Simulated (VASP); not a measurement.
# NaF (Fm-3m) in VASP: further runs

NaF is run at these levels: PBE+D3(BJ), PBE+D4; tasks: single point.

Everything below comes from runs of VASP 6.6.1. Logs are shortened: lines on timing, memory, paths and dates and some standing lists are left out, and cuts for length are marked.

## (1) The cell of the first run

Symmetry: Fm-3m, No. 225, cubic system. The conventional cell has a = 4.566 Å, b = 4.566 Å, c = 4.566 Å, α = 90.00°, β = 90.00°, γ = 90.00°. Na (site symmetry m-3m) has 6 F at 2.28 Å within 3.0 Å. Within 3.0 Å of F (site symmetry m-3m) lie 6 Na at 2.28 Å.

## (2) Single point, PBE+D3(BJ) (volume scaled by 0.96)

Contents of INCAR:

```
  PREC = Accurate
  ENCUT = 520
  EDIFF = 1E-6
  ISMEAR = 0
  SIGMA = 0.05
  LREAL = False
  LASPH = True
  NELM = 100
  ALGO = Normal
  ISIF = 2
  LWAVE = False
  LCHARG = False
  GGA = PE
  IVDW = 12
  NBANDS = 14
```

Contents of KPOINTS:

```
regular mesh
0
Gamma
  8 8 8
```

Contents of POSCAR:

```
NaF
1.0
    0.0000000000      2.2829860378      2.2829860378
    2.2829860378      0.0000000000      2.2829860378
    2.2829860378      2.2829860378      0.0000000000
Na F
1 1
Direct
    0.0000000000      0.0000000000      0.0000000000
    0.5000000000      0.5000000000      0.5000000000
```

Potentials or basis: VASP PAW PBE potentials, release 64 (Na_pv, F).

Command:

```sh
$ cat potpaw_PBE.64/Na_pv/POTCAR potpaw_PBE.64/F/POTCAR > POTCAR
$ mpirun -np 1 vasp_std > vasp.out
```

OUTCAR:

```text
PREC = Accurate
   ENCUT = 520
   EDIFF = 1E-6
   ISMEAR = 0
   LREAL = False
   LASPH = True
   NELM = 100
   ISIF = 2
   GGA = PE
   IVDW = 12
 IVDW          = 12

 ion  position               nearest neighbor table
   1  0.000  0.000  0.000-   2 2.28   2 2.28   2 2.28   2 2.28   2 2.28   2 2.28
   2  0.500  0.500  0.500-   1 2.28   1 2.28   1 2.28   1 2.28   1 2.28   1 2.28

  LATTYP: Found a face centered cubic cell.
 ALAT       =     4.5659720756

  Lattice vectors:

 A1 = (   0.0000000000,   2.2829860378,   2.2829860378)
 A2 = (   2.2829860378,   0.0000000000,   2.2829860378)
 A3 = (   2.2829860378,   2.2829860378,   0.0000000000)

Analysis of symmetry for initial positions (statically):
=====================================================================
 Subroutine PRICEL returns:
 Original cell was already a primitive cell.

 Routine SETGRP: Setting up the symmetry group for a
 face centered cubic supercell.

 Subroutine GETGRP returns: Found 48 space group operations
 (whereof 48 operations were pure point group operations)
 out of a pool of 48 trial point group operations.

The static configuration has the point symmetry O_h .

Analysis of symmetry for dynamics (positions and initial velocities):
=====================================================================
 Subroutine PRICEL returns:
 Original cell was already a primitive cell.

 Routine SETGRP: Setting up the symmetry group for a
 face centered cubic supercell.

 Subroutine GETGRP returns: Found 48 space group operations
 (whereof 48 operations were pure point group operations)
 out of a pool of 48 trial point group operations.

The dynamic configuration has the point symmetry O_h .

 Subroutine INISYM returns: Found 48 space group operations
 (whereof 48 operations are pure point group operations),
 and found     1 'primitive' translations

----------------------------------------------------------------------------------------

                                     Primitive cell

  volume of cell :      23.7980

  direct lattice vectors                    reciprocal lattice vectors
     0.000000000  2.282986038  2.282986038    -0.219011414  0.219011414  0.219011414
     2.282986038  0.000000000  2.282986038     0.219011414 -0.219011414  0.219011414
     2.282986038  2.282986038  0.000000000     0.219011414  0.219011414 -0.219011414

  length of vectors
     3.228629817  3.228629817  3.228629817     0.379338896  0.379338896  0.379338896

  position of ions in fractional coordinates (direct lattice)
     0.000000000  0.000000000  0.000000000
     0.500000000  0.500000000  0.500000000

  ion indices of the primitive-cell ions
   primitive index   ion index
                 1           1
                 2           2

----------------------------------------------------------------------------------------

 KPOINTS: regular mesh

Automatic generation of k-mesh.
 Grid dimensions read from file:
 generate k-points for:    8    8    8

 Generating k-lattice:

  Cartesian coordinates                     Fractional coordinates (reciprocal lattice)
    -0.027376427  0.027376427  0.027376427     0.125000000  0.000000000  0.000000000
     0.027376427 -0.027376427  0.027376427     0.000000000  0.125000000  0.000000000
     0.027376427  0.027376427 -0.027376427     0.000000000  0.000000000  0.125000000

  Length of vectors
     0.047417362  0.047417362  0.047417362

  Shift w.r.t. Gamma in fractional coordinates (k-lattice)
     0.000000000  0.000000000  0.000000000

 Subroutine IBZKPT returns following result:
 ===========================================

 Found     29 irreducible k-points:

 Following reciprocal coordinates:
            Coordinates               Weight
  0.000000  0.000000  0.000000      1.000000
  0.125000  0.000000  0.000000      8.000000
  0.250000  0.000000  0.000000      8.000000
  0.375000  0.000000  0.000000      8.000000
  0.500000  0.000000  0.000000      4.000000
  0.125000  0.125000  0.000000      6.000000
[... 16 lines left out ...]
  0.500000  0.250000  0.125000     48.000000
 -0.375000  0.250000  0.125000     24.000000
 [... further k-points ...]
   k-points           NKPTS =     29   k-points in BZ     NKDIM =     29   number of bands    NBANDS=     14
   number of dos      NEDOS =    301   number of ions     NIONS =      2
   total plane-waves  NPLWV =  13824
   dimension x,y,z NGX =    24 NGY =   24 NGZ =   24
   dimension x,y,z NGXF=    48 NGYF=   48 NGZF=   48
   ions per type =               1   1
   NGX,Y,Z   is equivalent  to a cutoff of  12.36, 12.36, 12.36 a.u.
   NGXF,Y,Z  is equivalent  to a cutoff of  24.72, 24.72, 24.72 a.u.
 SYSTEM =  unknown system
   PREC   = accura    normal or accurate (medium, high low for compatibility)
   ISTART =      0    job   : 0-new  1-cont  2-samecut
   ICHARG =      2    charge: 1-file 2-atom 10-const
   ISPIN  =      1    spin polarized calculation?
   LNONCOLLINEAR =      F non collinear calculations
   LSORBIT =      F    spin-orbit coupling
   LASPH  =      T    aspherical Exc in radial PAW
   ENCUT  =  520.0 eV  38.22 Ry    6.18 a.u.   6.00  6.00  6.00*2*pi/ulx,y,z
   NELM   =    100;   NELMIN=  2; NELMDL= -5     # of ELM steps
   EDIFF  = 0.1E-05   stopping-criterion for ELM
   LREAL  =      F    real-space projection
   EDIFFG = 0.1E-04   stopping-criterion for IOM
   NSW    =      0    number of steps for IOM
   IBRION =     -1    ionic relax: 0-MD 1-quasi-New 2-CG
   NFREE  =      0    steps in history (QN), initial steepest desc. (CG)
   ISIF   =      2    stress and relaxation
   ISYM   =      2    0-nonsym 1-usesym 2-fastsym
   POTIM  = 0.5000    time-step for ionic-motion
   TEBEG  =    0.0;   TEEND  =   0.0 temperature during run
   PSTRESS=    0.0 pullay stress
   NELECT =      14.0000    total number of electrons
   NUPDOWN=      -1.0000    fix difference up-down
   EMIN   =  10.00;   EMAX   =-10.00  energy-range for DOS
   EFERMI =   0.00;   METHOD = LEGACY
   ISMEAR =     0;   SIGMA  =   0.05  broadening in eV -4-tet -1-fermi 0-gaus
   EFERMI_NEDOS =   21; number of points for ismear=-14 and -15
   IALGO  =     38    algorithm
   IMIX   =      4    mixing-type and parameters
     AMIX     =   0.40;   BMIX     =  1.00
     AMIX_MAG =   1.60;   BMIX_MAG =  1.00
  volume/ion in A,a.u.               =      11.90        80.30
  Fermi-wavevector in a.u.,A,eV,Ry     =   1.371737  2.592207 25.601579  1.881663
  Thomas-Fermi vector in A             =   2.497407
   LORBIT       =      0    0 simple, 1 ext, 2 COOP (PROOUT), +10 PAW based schemes
   GGA     = PE    functional components
   LHFCALC =     F    Hartree Fock is set to
   AEXX    =    0.0000 exact exchange contribution
   IVDW    =    12    specifies the selected vdW correction
   LEPSILON=     F    determine dielectric tensor
   LRPA    =     F    only Hartree local field effects (RPA)
 non-spin polarized calculation
 Gauss-broadening in eV      SIGMA  =   0.05
  energy-cutoff  :      520.00
  volume of cell :       23.80
 maximum number of plane-waves:       652
   NGX = 13   NGY = 13   NGZ = 13

 number of electron      13.9999999 magnetization

 Free energy of the ion-electron system (eV)
  ---------------------------------------------------
  ext. energy  EPLUGINS =         0.00000000
  ---------------------------------------------------
  free energy    TOTEN  =        -8.53733453 eV

  energy without entropy =       -8.53733453  energy(sigma->0) =       -8.53733453

 E-fermi :  -1.6519     XC(G=0):  -9.3691

 val. band max:       -1.8839925938   @ k =   0.0000   0.0000   0.0000
 cond. band min:       4.6615691297   @ k =   0.0000   0.0000   0.0000
 fundamental gap:      6.5455617235
 Fermi energy:        -1.6519007731

 k-point     1 :       0.0000    0.0000    0.0000
  band No.  band energies     occupation
      1     -21.1356      2.00000
      2     -20.7009      2.00000
      3     -20.7009      2.00000
      4     -20.7009      2.00000
      5      -1.8840      2.00000
      6      -1.8840      2.00000
      7      -1.8840      2.00000
      8       4.6616      0.00000
      9      17.4106      0.00000
     10      17.4106      0.00000
     11      17.4106      0.00000
     12      20.3652      0.00000
     13      22.5935      0.00000
     14      22.5935      0.00000

 k-point     2 :       0.1250    0.0000    0.0000
  band No.  band energies     occupation
      1     -21.3023      2.00000
      2     -20.7029      2.00000
      3     -20.7029      2.00000
      4     -20.5113      2.00000
      5      -2.1967      2.00000
      6      -1.9256      2.00000
      7      -1.9256      2.00000
      8       5.2249      0.00000
      9      15.6565      0.00000
     10      17.6683      0.00000
     11      17.6683      0.00000
     12      22.0535      0.00000
     13      22.0535      0.00000
     14      22.3499      0.00000

 k-point     3 :       0.2500    0.0000    0.0000
  band No.  band energies     occupation
      1     -21.5292      2.00000
      2     -20.7077      2.00000
      3     -20.7077      2.00000
      4     -20.2288      2.00000
      5      -2.8340      2.00000
      6      -2.0247      2.00000
      7      -2.0247      2.00000
      8       6.5768      0.00000
      9      13.5624      0.00000
     10      18.2504      0.00000
     11      18.2504      0.00000
     12      21.4060      0.00000
     13      21.4060      0.00000
     14      23.1608      0.00000
[... 324 lines left out ...]
 k-point    23 :       0.5000    0.2500    0.1250
  band No.  band energies     occupation
      1     -21.5440      2.00000
      2     -20.7605      2.00000
      3     -20.7283      2.00000
      4     -20.1266      2.00000
      5      -3.1947      2.00000
      6      -2.4148      2.00000
      7      -2.2061      2.00000
      8       9.1102      0.00000
      9      11.9933      0.00000
     10      16.0215      0.00000
     11      17.9142      0.00000
     12      20.1673      0.00000
     13      22.2983      0.00000
     14      26.5917      0.00000

 k-point    24 :      -0.3750    0.2500    0.1250
  band No.  band energies     occupation
      1     -21.5582      2.00000
      2     -20.7640      2.00000
      3     -20.7367      2.00000
      4     -20.0944      2.00000
      5      -3.2706      2.00000
      6      -2.4979      2.00000
      7      -2.2467      2.00000
      8      10.2011      0.00000
      9      11.1930      0.00000
     10      15.7128      0.00000
     11      17.6131      0.00000
     12      20.7852      0.00000
     13      21.8907      0.00000
     14      26.8242      0.00000

 [... further k-points ...]

------------------------ aborting loop because EDIFF is reached ----------------------------------------

 Edisp (eV)   -0.36351

 E8    (eV) :    -0.1569

  FORCE on cell =-STRESS in cart. coord.  units (eV):
  Direction    XX          YY          ZZ          XY          YZ          ZX
  --------------------------------------------------------------------------------------
  -------------------------------------------------------------------------------------
  Total       0.32076     0.32076     0.32076     0.00000    -0.00000    -0.00000
  in kB      21.59484    21.59484    21.59484     0.00000    -0.00000    -0.00000
  external pressure =       21.59 kB  Pullay stress =        0.00 kB

 VOLUME and BASIS-vectors are now :
 -----------------------------------------------------------------------------
  energy-cutoff  :      520.00
  volume of cell :       23.80
      direct lattice vectors                 reciprocal lattice vectors
     0.000000000  2.282986038  2.282986038    -0.219011414  0.219011414  0.219011414
     2.282986038  0.000000000  2.282986038     0.219011414 -0.219011414  0.219011414
     2.282986038  2.282986038  0.000000000     0.219011414  0.219011414 -0.219011414

 POSITION                                       TOTAL-FORCE (eV/Angst)
 -----------------------------------------------------------------------------------
      0.00000      0.00000      0.00000         0.000000      0.000000      0.000000
      2.28299      2.28299      2.28299        -0.000000     -0.000000     -0.000000
 -----------------------------------------------------------------------------------
    total drift:                                0.000000     -0.000000      0.000000

  FREE ENERGIE OF THE ION-ELECTRON SYSTEM (eV)
  ---------------------------------------------------
  free  energy   TOTEN  =        -8.9008463180 eV

  energy  without entropy=       -8.9008463180  energy(sigma->0) =       -8.90084632
```

Wall time 17 s (1 thread of AMD EPYC 7R13, shared host); peak memory 0.11 GiB.

What came out:

```
Free energy                : -8.9008 eV
Pressure                   : 2.2 GPa
Band gap on the k mesh     : 6.55 eV, direct
Dispersion energy per atom : -0.182 eV
```

Levels at points of the mesh, in eV from the valence-band top:
| k point | band 5 | band 6 | band 7 | band 8 | band 9 | band 10 |
| --- | --- | --- | --- | --- | --- | --- |
| (0.00, 0.00, 0.00) | 0.00 | 0.00 | 0.00 | 6.55 | 19.29 | 19.29 |
| (0.50, 0.00, 0.00) | -1.69 | -0.28 | -0.28 | 11.06 | 12.85 | 20.60 |
| (0.50, 0.50, 0.00) | -1.34 | -0.43 | -0.43 | 13.46 | 13.53 | 14.05 |

[end of part 1 of 2]
